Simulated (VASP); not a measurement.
# NiO (Fm-3m) in VASP: a series of runs

The runs below take NiO through single point, with BLYP, PBE.

All numbers are computed with VASP 6.6.1; they aren't measurements. Logs are shortened: lines on timing, memory, paths and dates and some standing lists are left out, and cuts for length are marked.

**Experimental background.**

“Local correlations, non-local screening, multiplets, and band formation in NiO”, 2012, arxiv:1210.6675 quotes, for a bulk crystal of NiO: band gap 4.3 eV.

How close the calculation comes is told below.

**1. The cell of the first run**

It takes space group Fm-3m (No. 225, cubic). Conventional cell: a = 4.286 Å, b = 4.286 Å, c = 4.286 Å, α = 90.00°, β = 90.00°, γ = 90.00°. Within 2.8 Å of Ni (site symmetry m-3m) lie 6 O at 2.14 Å. O (site symmetry m-3m) has 6 Ni at 2.14 Å within 2.8 Å.

**2. Single point, BLYP, collinear spin, ferromagnetic start**

INCAR

```
SYSTEM = NiO
PREC = Accurate
ENCUT = 520
EDIFF = 1E-6
ISMEAR = -5
SIGMA = 0.05
LREAL = .False.
LASPH = .True.
NELM = 150
ALGO = Normal
ISIF = 2
LWAVE = .False.
LCHARG = .True.
ISPIN = 2
MAGMOM = 1.7 0.38
LORBIT = 11
LMAXMIX = 4
GGA = B5
ALDAX = 1.0
AGGAX = 1.0
AGGAC = 1.0
ALDAC = 0.0
LELF = .True.
LVHAR = .True.
NBANDS = 19
```

KPOINTS

```
regular mesh
0
Gamma
  11 11 11
  0 0 0
```

POSCAR

```
NiO
1.0
    0.0000000000      2.1432272259      2.1432272259
    2.1432272259      0.0000000000      2.1432272259
    2.1432272259      2.1432272259      0.0000000000
Ni O
1 1
Direct
    0.0000000000      0.0000000000      0.0000000000
    0.5000000000      0.5000000000      0.5000000000
```

Potentials or basis: VASP PAW PBE potentials, release 64 (Ni, O).

The run is started by

```bash
$ cat potpaw_PBE.64/Ni/POTCAR potpaw_PBE.64/O/POTCAR > POTCAR
$ mpirun -np 1 vasp_std > vasp.out
```

OUTCAR:

```text
SYSTEM = NiO
   PREC = Accurate
   ENCUT = 520
   EDIFF = 1E-6
   ISMEAR = -5
   LREAL = .False.
   LASPH = .True.
   NELM = 150
   ISIF = 2
   ISPIN = 2
   LORBIT = 11
   GGA = B5

 ion  position               nearest neighbor table
   1  0.000  0.000  0.000-   2 2.14   2 2.14   2 2.14   2 2.14   2 2.14   2 2.14
   2  0.500  0.500  0.500-   1 2.14   1 2.14   1 2.14   1 2.14   1 2.14   1 2.14

  LATTYP: Found a face centered cubic cell.
 ALAT       =     4.2864544518

  Lattice vectors:

 A1 = (   0.0000000000,   2.1432272259,   2.1432272259)
 A2 = (   2.1432272259,   0.0000000000,   2.1432272259)
 A3 = (   2.1432272259,   2.1432272259,   0.0000000000)

Analysis of symmetry for initial positions (statically):
=====================================================================
 Subroutine PRICEL returns:
 Original cell was already a primitive cell.

 Routine SETGRP: Setting up the symmetry group for a
 face centered cubic supercell.

 Subroutine GETGRP returns: Found 48 space group operations
 (whereof 48 operations were pure point group operations)
 out of a pool of 48 trial point group operations.

The static configuration has the point symmetry O_h .

Analysis of symmetry for dynamics (positions and initial velocities):
=====================================================================
 Subroutine PRICEL returns:
 Original cell was already a primitive cell.

 Routine SETGRP: Setting up the symmetry group for a
 face centered cubic supercell.

 Subroutine GETGRP returns: Found 48 space group operations
 (whereof 48 operations were pure point group operations)
 out of a pool of 48 trial point group operations.

The dynamic configuration has the point symmetry O_h .

Analysis of structural, dynamic, and magnetic symmetry:
=====================================================================
 Subroutine PRICEL returns:
 Original cell was already a primitive cell.

 Routine SETGRP: Setting up the symmetry group for a
 face centered cubic supercell.

 Subroutine GETGRP returns: Found 48 space group operations
 (whereof 48 operations were pure point group operations)
 out of a pool of 48 trial point group operations.

The overall configuration has the point symmetry O_h .

 Subroutine INISYM returns: Found 48 space group operations
 (whereof 48 operations are pure point group operations),
 and found     1 'primitive' translations

----------------------------------------------------------------------------------------

                                     Primitive cell

  volume of cell :      19.6895

  direct lattice vectors                    reciprocal lattice vectors
     0.000000000  2.143227226  2.143227226    -0.233293042  0.233293042  0.233293042
     2.143227226  0.000000000  2.143227226     0.233293042 -0.233293042  0.233293042
     2.143227226  2.143227226  0.000000000     0.233293042  0.233293042 -0.233293042

  length of vectors
     3.030981010  3.030981010  3.030981010     0.404075402  0.404075402  0.404075402

  position of ions in fractional coordinates (direct lattice)
     0.000000000  0.000000000  0.000000000
     0.500000000  0.500000000  0.500000000

  ion indices of the primitive-cell ions
   primitive index   ion index
                 1           1
                 2           2

----------------------------------------------------------------------------------------

 KPOINTS: regular mesh

Automatic generation of k-mesh.
 Grid dimensions read from file:
 generate k-points for:   11   11   11

 Generating k-lattice:

  Cartesian coordinates                     Fractional coordinates (reciprocal lattice)
    -0.021208458  0.021208458  0.021208458     0.090909091  0.000000000  0.000000000
     0.021208458 -0.021208458  0.021208458     0.000000000  0.090909091  0.000000000
     0.021208458  0.021208458 -0.021208458     0.000000000  0.000000000  0.090909091

  Length of vectors
     0.036734127  0.036734127  0.036734127

  Shift w.r.t. Gamma in fractional coordinates (k-lattice)
     0.000000000  0.000000000  0.000000000

 TETIRR: Found    201 inequivalent tetrahedra from     7986

 Subroutine IBZKPT returns following result:
 ===========================================

 Found     56 irreducible k-points:

 Following reciprocal coordinates:
            Coordinates               Weight
  0.000000  0.000000  0.000000      1.000000
  0.090909  0.000000  0.000000      8.000000
  0.181818  0.000000  0.000000      8.000000
  0.272727  0.000000  0.000000      8.000000
  0.363636  0.000000  0.000000      8.000000
  0.454545  0.000000  0.000000      8.000000
[... 16 lines left out ...]
 -0.272727  0.181818  0.000000     24.000000
 -0.181818  0.181818  0.000000     12.000000
 [... further k-points ...]
   k-points           NKPTS =     56   k-points in BZ     NKDIM =     56   number of bands    NBANDS=     19
   number of dos      NEDOS =    301   number of ions     NIONS =      2
   total plane-waves  NPLWV =  13824
   dimension x,y,z NGX =    24 NGY =   24 NGZ =   24
   dimension x,y,z NGXF=    48 NGYF=   48 NGZF=   48
   ions per type =               1   1
   NGX,Y,Z   is equivalent  to a cutoff of  13.16, 13.16, 13.16 a.u.
   NGXF,Y,Z  is equivalent  to a cutoff of  26.33, 26.33, 26.33 a.u.
 SYSTEM =  NiO
   PREC   = accura    normal or accurate (medium, high low for compatibility)
   ISTART =      0    job   : 0-new  1-cont  2-samecut
   ICHARG =      2    charge: 1-file 2-atom 10-const
   ISPIN  =      2    spin polarized calculation?
   LNONCOLLINEAR =      F non collinear calculations
   LSORBIT =      F    spin-orbit coupling
   LASPH  =      T    aspherical Exc in radial PAW
   ENCUT  =  520.0 eV  38.22 Ry    6.18 a.u.   5.64  5.64  5.64*2*pi/ulx,y,z
   NELM   =    150;   NELMIN=  2; NELMDL= -5     # of ELM steps
   EDIFF  = 0.1E-05   stopping-criterion for ELM
   LREAL  =      F    real-space projection
   EDIFFG = 0.1E-04   stopping-criterion for IOM
   NSW    =      0    number of steps for IOM
   IBRION =     -1    ionic relax: 0-MD 1-quasi-New 2-CG
   NFREE  =      0    steps in history (QN), initial steepest desc. (CG)
   ISIF   =      2    stress and relaxation
   ISYM   =      2    0-nonsym 1-usesym 2-fastsym
   POTIM  = 0.5000    time-step for ionic-motion
   TEBEG  =    0.0;   TEEND  =   0.0 temperature during run
   PSTRESS=    0.0 pullay stress
   NELECT =      16.0000    total number of electrons
   NUPDOWN=      -1.0000    fix difference up-down
   EMIN   =  10.00;   EMAX   =-10.00  energy-range for DOS
   EFERMI =   0.00;   METHOD = LEGACY
   ISMEAR =    -5;   SIGMA  =   0.05  broadening in eV -4-tet -1-fermi 0-gaus
   EFERMI_NEDOS =   21; number of points for ismear=-14 and -15
   IALGO  =     38    algorithm
   IMIX   =      4    mixing-type and parameters
     AMIX     =   0.40;   BMIX     =  1.00
     AMIX_MAG =   1.60;   BMIX_MAG =  1.00
  volume/ion in A,a.u.               =       9.84        66.44
  Fermi-wavevector in a.u.,A,eV,Ry     =   1.527695  2.886925 31.753977  2.333851
  Thomas-Fermi vector in A             =   2.635556
   LORBIT       =     11    0 simple, 1 ext, 2 COOP (PROOUT), +10 PAW based schemes
   GGA     = B5    functional components
   LHFCALC =     F    Hartree Fock is set to
   AEXX    =    0.0000 exact exchange contribution
   IVDW    =     0    specifies the selected vdW correction
   LEPSILON=     F    determine dielectric tensor
   LRPA    =     F    only Hartree local field effects (RPA)
 spin polarized calculation
 Fermi weights with tetrahedron method with Bloechl corrections
  energy-cutoff  :      520.00
  volume of cell :       19.69
 maximum number of plane-waves:       538
   NGX = 11   NGY = 11   NGZ = 11

 number of electron      16.0000000 magnetization       1.9223342

 Free energy of the ion-electron system (eV)
  ---------------------------------------------------
  ext. energy  EPLUGINS =         0.00000000
  ---------------------------------------------------
  free energy    TOTEN  =       -10.62694353 eV

  energy without entropy =      -10.62694353  energy(sigma->0) =      -10.62694353

 E-fermi :   7.0562     XC(G=0): -11.6614

 val. band max:        7.1874459480   @ k =   0.4545   0.0000   0.0000
 cond. band min:       6.9868045352   @ k =   0.3636   0.3636   0.0000
 fundamental gap:     -0.2006414128
 Fermi energy:         7.0561906628

 spin component 1

 k-point     1 :       0.0000    0.0000    0.0000
  band No.  band energies     occupation
      1     -12.3837      1.00000
      2       4.0112      1.00000
      3       4.0115      1.00000
      4       4.4776      1.00000
      5       4.4776      1.00000
      6       4.4776      1.00000
[... 11 lines left out ...]
     18      32.3399      0.00000
     19      32.3399      0.00000

 k-point     2 :       0.0909    0.0000    0.0000
  band No.  band energies     occupation
      1     -12.3037      1.00000
      2       3.4807      1.00000
      3       3.4808      1.00000
      4       3.6650      1.00000
      5       4.5092      1.00000
      6       4.5093      1.00000
[... 11 lines left out ...]
     18      33.4450      0.00000
     19      33.4450      0.00000

 k-point     3 :       0.1818    0.0000    0.0000
  band No.  band energies     occupation
      1     -12.0807      1.00000
      2       2.4648      1.00000
      3       2.8318      1.00000
      4       2.8319      1.00000
      5       4.6361      1.00000
      6       4.6362      1.00000
[... 11 lines left out ...]
     18      35.5084      0.00000
     19      35.5084      0.00000

 k-point     4 :       0.2727    0.0000    0.0000
  band No.  band energies     occupation
      1     -11.7679      1.00000
      2       1.2745      1.00000
      3       2.2953      1.00000
      4       2.2955      1.00000
      5       4.8075      1.00000
      6       4.8076      1.00000
[... 407 lines left out ...]
     18      36.7729      0.00000
     19      37.3435      0.00000

 k-point    23 :      -0.2727    0.1818    0.0000
  band No.  band energies     occupation
      1     -11.4244      1.00000
      2       0.6110      1.00000
      3       1.8384      1.00000
      4       2.2832      1.00000
      5       4.7104      1.00000
      6       4.9252      1.00000
[... 11 lines left out ...]
     18      36.9845      0.00000
     19      37.9324      0.00000

 k-point    24 :      -0.1818    0.1818    0.0000
  band No.  band energies     occupation
      1     -11.6859      1.00000
      2       1.1363      1.00000
      3       2.0596      1.00000
      4       2.7972      1.00000
      5       4.5450      1.00000
      6       4.7945      1.00000
[... 11 lines left out ...]
     18      37.0727      0.00000
     19      37.8715      0.00000

 [... further k-points ...]

 spin component 2

 k-point     1 :       0.0000    0.0000    0.0000
  band No.  band energies     occupation
      1     -11.8618      1.00000
      2       5.0722      1.00000
      3       5.0722      1.00000
      4       5.0722      1.00000
      5       5.3628      1.00000
      6       5.3631      1.00000
[... 11 lines left out ...]
     18      32.9394      0.00000
     19      32.9399      0.00000

 k-point     2 :       0.0909    0.0000    0.0000
  band No.  band energies     occupation
      1     -11.7784      1.00000
      2       4.2640      1.00000
      3       4.6776      1.00000
      4       4.6777      1.00000
      5       5.4920      1.00000
      6       5.4924      1.00000
[... 11 lines left out ...]
     18      34.0332      0.00000
     19      34.0336      0.00000

 k-point     3 :       0.1818    0.0000    0.0000
  band No.  band energies     occupation
      1     -11.5455      1.00000
      2       2.9929      1.00000
      3       4.0740      1.00000
      4       4.0741      1.00000
      5       5.6541      1.00000
      6       5.6544      1.00000
[... 11 lines left out ...]
     18      36.0979      0.00000
     19      36.0981      0.00000

 k-point     4 :       0.2727    0.0000    0.0000
  band No.  band energies     occupation
      1     -11.2177      1.00000
      2       1.7494      1.00000
      3       3.5384      1.00000
      4       3.5386      1.00000
      5       5.8394      1.00000
      6       5.8398      1.00000
[... 407 lines left out ...]
     18      37.1236      0.00000
     19      37.8229      0.00000

 k-point    23 :      -0.2727    0.1818    0.0000
  band No.  band energies     occupation
      1     -10.8519      1.00000
      2       1.1664      1.00000
      3       2.9411      1.00000
      4       3.1403      1.00000
      5       5.8180      1.00000
      6       6.2284      1.00000
[... 11 lines left out ...]
     18      37.4035      0.00000
     19      38.4876      0.00000

 k-point    24 :      -0.1818    0.1818    0.0000
  band No.  band energies     occupation
      1     -11.1297      1.00000
      2       1.7637      1.00000
      3       3.3732      1.00000
      4       3.3991      1.00000
      5       5.6619      1.00000
      6       6.1527      1.00000
[... 11 lines left out ...]
     18      37.4677      0.00000
     19      38.4608      0.00000

 [... further k-points ...]
[... 5 lines left out ...]
  --------------------------------------------------------------------------------------
  -------------------------------------------------------------------------------------
  Total       -0.0405635     -0.0405635     -0.0405635      0.0000000      0.0000000      0.0000000
  in kB       -3.3007399     -3.3007399     -3.3007399      0.0000000      0.0000000      0.0000000
  external PRESSURE =      -3.3007399 kB  Pullay stress =       0.0000000 kB

 VOLUME and BASIS-vectors are now :
 -----------------------------------------------------------------------------
  energy-cutoff  :      520.00
  volume of cell :       19.69
      direct lattice vectors                 reciprocal lattice vectors
     0.000000000  2.143227226  2.143227226    -0.233293042  0.233293042  0.233293042
     2.143227226  0.000000000  2.143227226     0.233293042 -0.233293042  0.233293042
     2.143227226  2.143227226  0.000000000     0.233293042  0.233293042 -0.233293042

 POSITION                                       TOTAL-FORCE (eV/Angst)
 -----------------------------------------------------------------------------------
      0.00000      0.00000      0.00000        -0.000000     -0.000000      0.000000
      2.14323      2.14323      2.14323         0.000000      0.000000      0.000000
 -----------------------------------------------------------------------------------
    total drift:                                0.000000     -0.000000     -0.000000

  FREE ENERGIE OF THE ION-ELECTRON SYSTEM (eV)
  ---------------------------------------------------
  free  energy   TOTEN  =       -10.6269435307 eV

  energy  without entropy=      -10.6269435307  energy(sigma->0) =      -10.62694353

 total charge

# of ion       s       p       d       tot
------------------------------------------
    1        0.309   0.346   8.211   8.867
    2        1.548   3.414   0.000   4.962
--------------------------------------------------
tot          1.857   3.760   8.211  13.829

 magnetization (x)

# of ion       s       p       d       tot
------------------------------------------
    1        0.009   0.012   1.527   1.548
    2        0.027   0.294   0.000   0.321
--------------------------------------------------
tot          0.036   0.306   1.527   1.869
```

Wall time 44 s (1 thread of Intel Xeon Platinum 8259CL at 2.50GHz (Skylake/Cascade Lake), shared host); peak memory 0.16 GiB.

Results:

| Quantity | Value |
| --- | --- |
| Free energy | -10.6269 eV |
| Pressure | -0.3 GPa |
| Net moment | 1.92 μB per cell |
| Site moments | Ni +1.55; O +0.32 μB |
| Valence electrons inside the program's atomic spheres | Ni 8.87; O 4.96 |

Caveat: the PAW data sets were made with another functional, which shifts forces and pressure a little; a cell with one magnetic atom can't hold antiferromagnetic order, which such compounds often take; semilocal functionals often make such compounds metallic where correlation or magnetic order opens a gap, which also shifts bond lengths; tetrahedron occupations give inexact forces and stress in metals.

**3. Single point, PBE, collinear spin, ferromagnetic start**

This run uses another cell than the first one, of 8.53 Å³/atom, 0.867 times its volume.

INCAR

```
  PREC = Accurate
  ENCUT = 520
  EDIFF = 1E-7
  ISMEAR = -1
  SIGMA = 0.05
  LREAL = False
  LASPH = True
  NELM = 150
  ALGO = Normal
  ISIF = 2
  LWAVE = False
  LCHARG = False
  ISPIN = 2
  MAGMOM = 1 0
  LORBIT = 11
  LMAXMIX = 4
  GGA = PE
  NBANDS = 19
```

KPOINTS

```
regular mesh
0
Gamma
  11 11 11
```

POSCAR

```
NiO
1.0
    0.0000000000      2.0433202721      2.0433202721
    2.0433202721      0.0000000000      2.0433202721
    2.0433202721      2.0433202721      0.0000000000
Ni O
1 1
Direct
    0.0000000000      0.0000000000      0.0000000000
    0.5000000000      0.5000000000      0.5000000000
```

Potentials or basis: VASP PAW PBE potentials, release 64 (Ni, O).

The run is started by

```bash
$ cat potpaw_PBE.64/Ni/POTCAR potpaw_PBE.64/O/POTCAR > POTCAR
$ mpirun -np 1 vasp_std > vasp.out
```

It took 46 s on 1 thread of AMD EPYC 7R43 (Zen 3), shared host; peak memory 0.12 GiB.

Results (log left out):

- Free energy: -11.3958 eV
- Pressure: 18.2 GPa
- Net moment: 1.45 μB per cell
- Site moments: Ni +1.21; O +0.20 μB
- Valence electrons inside the program's atomic spheres: Ni 9.13; O 5.00

Levels at points of the mesh, in eV from the Fermi level:
Spin up:
```tsv
k point	band 6	band 7	band 8	band 9	band 10	band 11	band 12	band 13
(0.00, 0.00, 0.00)	-3.07	-2.77	-2.77	-2.77	1.81	17.93	19.35	19.35
```
Spin down:
```
           k point  band 3  band 4  band 5  band 6  band 7  band 8  band 9  band 10  band 11  band 12
(0.00, 0.00, 0.00)   -3.04   -3.04   -2.09   -2.09   -2.09   -0.96   -0.96     2.10    17.89    19.54
```

Caveat: a cell with one magnetic atom can't hold antiferromagnetic order, which such compounds often take; semilocal functionals often make such compounds metallic where correlation or magnetic order opens a gap, which also shifts bond lengths.

(Continued in part 2 of 2.)
